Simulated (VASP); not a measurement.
# RbCaH3 (P4mm) in VASP: notebook

The runs below take RbCaH3 through single point, with LDA.

Program: VASP 6.6.1. These are calculated values, not measurements. Logs are shortened: lines on timing, memory, paths and dates and some standing lists are left out, and cuts for length are marked.

### 1 The cell of the first run

It takes space group P4mm (No. 99, tetragonal). The conventional cell has a = 4.547 Å, b = 4.547 Å, c = 4.547 Å, α = 90.00°, β = 90.00°, γ = 90.00°. Rb (site symmetry 4mm) has 12 H at 3.13 to 3.30 Å and 8 Ca at 3.87 to 4.01 Å within 4.1 Å. Within 3.0 Å of Ca (site symmetry 4mm) lie 6 H at 2.27 Å. Within 3.0 Å of H (site symmetry 2mm) lie 2 Ca at 2.27 Å. Within 3.0 Å of H (site symmetry 4mm) lie 2 Ca at 2.27 Å.

### 2 Single point, LDA (all Rb atoms moved +0.125 Å, as atom 1 along Cartesian [0 0 1])

Contents of INCAR:

```
PREC = Accurate ; ENCUT = 520
EDIFF = 1E-7 ; ISMEAR = 0
SIGMA = 0.05 ; LREAL = False
LASPH = True ; NELM = 80
ALGO = Normal ; ISIF = 2
LWAVE = False ; LCHARG = True
GGA = CA ; LELF = True
LVHAR = True ; NBANDS = 19
```

Contents of KPOINTS:

```
regular mesh
0
Gamma
  6 6 6
```

Contents of POSCAR:

```
RbCaH3
1.0
    4.5470000000      0.0000000000      0.0000000000
    0.0000000000      4.5470000000      0.0000000000
    0.0000000000      0.0000000000      4.5470000000
Rb Ca H
1 1 3
Direct
    0.0000000000      0.0000000000      0.0274906532
    0.5000000000      0.5000000000      0.5000000000
    0.0000000000      0.5000000000      0.5000000000
    0.5000000000      0.0000000000      0.5000000000
    0.5000000000      0.5000000000      0.0000000000
```

Potentials or basis: VASP PAW LDA potentials, release 64 (Rb_sv, Ca_sv, H).

On the command line:

```bash
cat potpaw_LDA.64/Rb_sv/POTCAR potpaw_LDA.64/Ca_sv/POTCAR potpaw_LDA.64/H/POTCAR > POTCAR
mpirun -np 1 vasp_std > vasp.out
```

OUTCAR:

```text
PREC = Accurate
   ENCUT = 520
   EDIFF = 1E-7
   ISMEAR = 0
   LREAL = False
   LASPH = True
   NELM = 80
   ISIF = 2
   GGA = CA

 ion  position               nearest neighbor table
   1  0.000  0.000  0.027-   3 3.13   4 3.13   3 3.13   4 3.13   5 3.22   5 3.22   5 3.22   5 3.22
                             3 3.30   4 3.30   4 3.30   3 3.30   2 3.87   2 3.87   2 3.87   2 3.87
   2  0.500  0.500  0.500-   1 3.87   1 3.87   1 3.87   1 3.87   1 4.01   1 4.01   1 4.01   1 4.01

   3  0.000  0.500  0.500-   1 3.13   1 3.13   1 3.30   1 3.30
   4  0.500  0.000  0.500-   1 3.13   1 3.13   1 3.30   1 3.30
   5  0.500  0.500  0.000-   1 3.22   1 3.22   1 3.22   1 3.22

  LATTYP: Found a simple cubic cell.
 ALAT       =     4.5470000000

  Lattice vectors:

 A1 = (   4.5470000000,   0.0000000000,   0.0000000000)
 A2 = (   0.0000000000,   4.5470000000,   0.0000000000)
 A3 = (   0.0000000000,   0.0000000000,   4.5470000000)

Analysis of symmetry for initial positions (statically):
=====================================================================
 Subroutine PRICEL returns:
 Original cell was already a primitive cell.

 Routine SETGRP: Setting up the symmetry group for a
 simple cubic supercell.

 Subroutine GETGRP returns: Found  8 space group operations
 (whereof  8 operations were pure point group operations)
 out of a pool of 48 trial point group operations.

The static configuration has the point symmetry C_4v.

Analysis of symmetry for dynamics (positions and initial velocities):
=====================================================================
 Subroutine PRICEL returns:
 Original cell was already a primitive cell.

 Routine SETGRP: Setting up the symmetry group for a
 simple cubic supercell.

 Subroutine GETGRP returns: Found  8 space group operations
 (whereof  8 operations were pure point group operations)
 out of a pool of 48 trial point group operations.

The dynamic configuration has the point symmetry C_4v.

 Subroutine INISYM returns: Found  8 space group operations
 (whereof  8 operations are pure point group operations),
 and found     1 'primitive' translations

----------------------------------------------------------------------------------------

                                     Primitive cell

  volume of cell :      94.0102

  direct lattice vectors                    reciprocal lattice vectors
     4.547000000  0.000000000  0.000000000     0.219925225  0.000000000  0.000000000
     0.000000000  4.547000000  0.000000000     0.000000000  0.219925225  0.000000000
     0.000000000  0.000000000  4.547000000     0.000000000  0.000000000  0.219925225

  length of vectors
     4.547000000  4.547000000  4.547000000     0.219925225  0.219925225  0.219925225

  position of ions in fractional coordinates (direct lattice)
     0.000000000  0.000000000  0.027490653
     0.500000000  0.500000000  0.500000000
     0.000000000  0.500000000  0.500000000
     0.500000000  0.000000000  0.500000000
     0.500000000  0.500000000  0.000000000

  ion indices of the primitive-cell ions
   primitive index   ion index
                 1           1
                 2           2
                 3           3
                 4           4
                 5           5

----------------------------------------------------------------------------------------

 KPOINTS: regular mesh

Automatic generation of k-mesh.
 Grid dimensions read from file:
 generate k-points for:    6    6    6

 Generating k-lattice:

  Cartesian coordinates                     Fractional coordinates (reciprocal lattice)
     0.036654204  0.000000000  0.000000000     0.166666667  0.000000000  0.000000000
     0.000000000  0.036654204  0.000000000     0.000000000  0.166666667  0.000000000
     0.000000000  0.000000000  0.036654204     0.000000000  0.000000000  0.166666667

  Length of vectors
     0.036654204  0.036654204  0.036654204

  Shift w.r.t. Gamma in fractional coordinates (k-lattice)
     0.000000000  0.000000000  0.000000000

 Subroutine IBZKPT returns following result:
 ===========================================

 Found     40 irreducible k-points:

 Following reciprocal coordinates:
            Coordinates               Weight
  0.000000  0.000000  0.000000      1.000000
  0.166667  0.000000  0.000000      4.000000
  0.000000  0.000000  0.166667      2.000000
  0.333333  0.000000  0.000000      4.000000
  0.000000  0.000000  0.333333      2.000000
  0.500000  0.000000  0.000000      2.000000
[... 16 lines left out ...]
  0.166667  0.166667  0.166667      8.000000
  0.333333  0.166667  0.166667     16.000000
 [... further k-points ...]
   k-points           NKPTS =     40   k-points in BZ     NKDIM =     40   number of bands    NBANDS=     19
   number of dos      NEDOS =    301   number of ions     NIONS =      5
   total plane-waves  NPLWV =  46656
   dimension x,y,z NGX =    36 NGY =   36 NGZ =   36
   dimension x,y,z NGXF=    72 NGYF=   72 NGZF=   72
   ions per type =               1   1   3
   NGX,Y,Z   is equivalent  to a cutoff of  13.16, 13.16, 13.16 a.u.
   NGXF,Y,Z  is equivalent  to a cutoff of  26.32, 26.32, 26.32 a.u.
 SYSTEM =  unknown system
   PREC   = accura    normal or accurate (medium, high low for compatibility)
   ISTART =      0    job   : 0-new  1-cont  2-samecut
   ICHARG =      2    charge: 1-file 2-atom 10-const
   ISPIN  =      1    spin polarized calculation?
   LNONCOLLINEAR =      F non collinear calculations
   LSORBIT =      F    spin-orbit coupling
   LASPH  =      T    aspherical Exc in radial PAW
   ENCUT  =  520.0 eV  38.22 Ry    6.18 a.u.   8.45  8.45  8.45*2*pi/ulx,y,z
   NELM   =     80;   NELMIN=  2; NELMDL= -5     # of ELM steps
   EDIFF  = 0.1E-06   stopping-criterion for ELM
   LREAL  =      F    real-space projection
   EDIFFG = 0.1E-05   stopping-criterion for IOM
   NSW    =      0    number of steps for IOM
   IBRION =     -1    ionic relax: 0-MD 1-quasi-New 2-CG
   NFREE  =      0    steps in history (QN), initial steepest desc. (CG)
   ISIF   =      2    stress and relaxation
   ISYM   =      2    0-nonsym 1-usesym 2-fastsym
   POTIM  = 0.5000    time-step for ionic-motion
   TEBEG  =    0.0;   TEEND  =   0.0 temperature during run
   PSTRESS=    0.0 pullay stress
   NELECT =      22.0000    total number of electrons
   NUPDOWN=      -1.0000    fix difference up-down
   EMIN   =  10.00;   EMAX   =-10.00  energy-range for DOS
   EFERMI =   0.00;   METHOD = LEGACY
   ISMEAR =     0;   SIGMA  =   0.05  broadening in eV -4-tet -1-fermi 0-gaus
   EFERMI_NEDOS =   21; number of points for ismear=-14 and -15
   IALGO  =     38    algorithm
   IMIX   =      4    mixing-type and parameters
     AMIX     =   0.40;   BMIX     =  1.00
     AMIX_MAG =   1.60;   BMIX_MAG =  1.00
  volume/ion in A,a.u.               =      18.80       126.88
  Fermi-wavevector in a.u.,A,eV,Ry     =   1.008844  1.906439 13.847556  1.017767
  Thomas-Fermi vector in A             =   2.141736
   LORBIT       =      0    0 simple, 1 ext, 2 COOP (PROOUT), +10 PAW based schemes
   GGA     = CA    functional components
   LHFCALC =     F    Hartree Fock is set to
   AEXX    =    0.0000 exact exchange contribution
   IVDW    =     0    specifies the selected vdW correction
   LEPSILON=     F    determine dielectric tensor
   LRPA    =     F    only Hartree local field effects (RPA)
 non-spin polarized calculation
 Gauss-broadening in eV      SIGMA  =   0.05
  energy-cutoff  :      520.00
  volume of cell :       94.01
 maximum number of plane-waves:      2560
 NGX is ok and might be reduce to    36
   NGX = 17   NGY = 17   NGZ = 17

 number of electron      22.0000000 magnetization

 Free energy of the ion-electron system (eV)
  ---------------------------------------------------
  ext. energy  EPLUGINS =         0.00000000
  ---------------------------------------------------
  free energy    TOTEN  =       -15.80467573 eV

  energy without entropy =      -15.80467573  energy(sigma->0) =      -15.80467573

 E-fermi :  -1.2052     XC(G=0):  -8.1984

 val. band max:       -1.4352566380   @ k =   0.0000   0.5000   0.5000
 cond. band min:       1.4886401546   @ k =   0.0000   0.5000   0.5000
 fundamental gap:      2.9238967926
 Fermi energy:        -1.2052050259

 k-point     1 :       0.0000    0.0000    0.0000
  band No.  band energies     occupation
      1     -39.5614      2.00000
      2     -26.6174      2.00000
      3     -20.8779      2.00000
      4     -20.8779      2.00000
      5     -20.8769      2.00000
      6     -10.7445      2.00000
[... 11 lines left out ...]
     18       5.8524      0.00000
     19       6.1984      0.00000

 k-point     2 :       0.1667    0.0000    0.0000
  band No.  band energies     occupation
      1     -39.5612      2.00000
      2     -26.6159      2.00000
      3     -20.8856      2.00000
      4     -20.8775      2.00000
      5     -20.8765      2.00000
      6     -10.7971      2.00000
[... 11 lines left out ...]
     18       5.7040      0.00000
     19       6.3136      0.00000

 k-point     3 :       0.0000    0.0000    0.1667
  band No.  band energies     occupation
      1     -39.5612      2.00000
      2     -26.6159      2.00000
      3     -20.8846      2.00000
      4     -20.8775      2.00000
      5     -20.8775      2.00000
      6     -10.7976      2.00000
[... 11 lines left out ...]
     18       5.4948      0.00000
     19       6.3476      0.00000

 k-point     4 :       0.3333    0.0000    0.0000
  band No.  band energies     occupation
      1     -39.5607      2.00000
      2     -26.6129      2.00000
      3     -20.9008      2.00000
      4     -20.8766      2.00000
      5     -20.8757      2.00000
      6     -10.8998      2.00000
[... 407 lines left out ...]
     18       6.7997      0.00000
     19       6.8242      0.00000

 k-point    23 :       0.1667    0.1667    0.1667
  band No.  band energies     occupation
      1     -39.5607      2.00000
      2     -26.6128      2.00000
      3     -20.8851      2.00000
      4     -20.8848      2.00000
      5     -20.8839      2.00000
      6     -10.7989      2.00000
[... 11 lines left out ...]
     18       6.0518      0.00000
     19       6.0943      0.00000

 k-point    24 :       0.3333    0.1667    0.1667
  band No.  band energies     occupation
      1     -39.5602      2.00000
      2     -26.6097      2.00000
      3     -20.9005      2.00000
      4     -20.8842      2.00000
      5     -20.8832      2.00000
      6     -10.8802      2.00000
[... 11 lines left out ...]
     18       5.7251      0.00000
     19       6.5101      0.00000

 [... further k-points ...]

------------------------ aborting loop because EDIFF is reached ----------------------------------------

  FORCE on cell =-STRESS in cart. coord.  units (eV):
  Direction    XX          YY          ZZ          XY          YZ          ZX
  --------------------------------------------------------------------------------------
  -------------------------------------------------------------------------------------
  Total       -1.3704844     -1.3704844     -1.3689287      0.0000000      0.0000000      0.0000000
  in kB      -23.3566108    -23.3566108    -23.3300968      0.0000000      0.0000000      0.0000000
  external PRESSURE =     -23.3477728 kB  Pullay stress =       0.0000000 kB

 VOLUME and BASIS-vectors are now :
 -----------------------------------------------------------------------------
  energy-cutoff  :      520.00
  volume of cell :       94.01
      direct lattice vectors                 reciprocal lattice vectors
     4.547000000  0.000000000  0.000000000     0.219925225  0.000000000  0.000000000
     0.000000000  4.547000000  0.000000000     0.000000000  0.219925225  0.000000000
     0.000000000  0.000000000  4.547000000     0.000000000  0.000000000  0.219925225

 POSITION                                       TOTAL-FORCE (eV/Angst)
 -----------------------------------------------------------------------------------
      0.00000      0.00000      0.12500         0.000000     -0.000000     -0.105475
      2.27350      2.27350      2.27350        -0.000000      0.000000      0.102897
      0.00000      2.27350      2.27350         0.000000     -0.000000     -0.015131
      2.27350      0.00000      2.27350         0.000000     -0.000000     -0.015131
      2.27350      2.27350      0.00000         0.000000     -0.000000      0.032840
 -----------------------------------------------------------------------------------
    total drift:                                0.000000      0.000000      0.000003

  FREE ENERGIE OF THE ION-ELECTRON SYSTEM (eV)
  ---------------------------------------------------
  free  energy   TOTEN  =       -15.8046757336 eV

  energy  without entropy=      -15.8046757336  energy(sigma->0) =      -15.80467573
```

It took 46 s on 1 thread of Intel Xeon Platinum 8488C (Sapphire Rapids), shared host; peak memory 0.22 GiB.

What came out:

* Free energy: -15.8047 eV
* Pressure: -2.3 GPa
* Largest force: 0.105 eV/Å
* Band gap on the k mesh: 2.92 eV, direct

Forces on the atoms (eV/Å):
```
Rb   0.000  0.000 -0.105
Ca   0.000  0.000  0.103
H    0.000  0.000 -0.015
H    0.000  0.000 -0.015
H    0.000  0.000  0.033
```

Caveat: the cell differs from its parent crystal (all Rb atoms moved +0.125 Å, as atom 1 along Cartesian [0 0 1]).

[end of part 1 of 2]
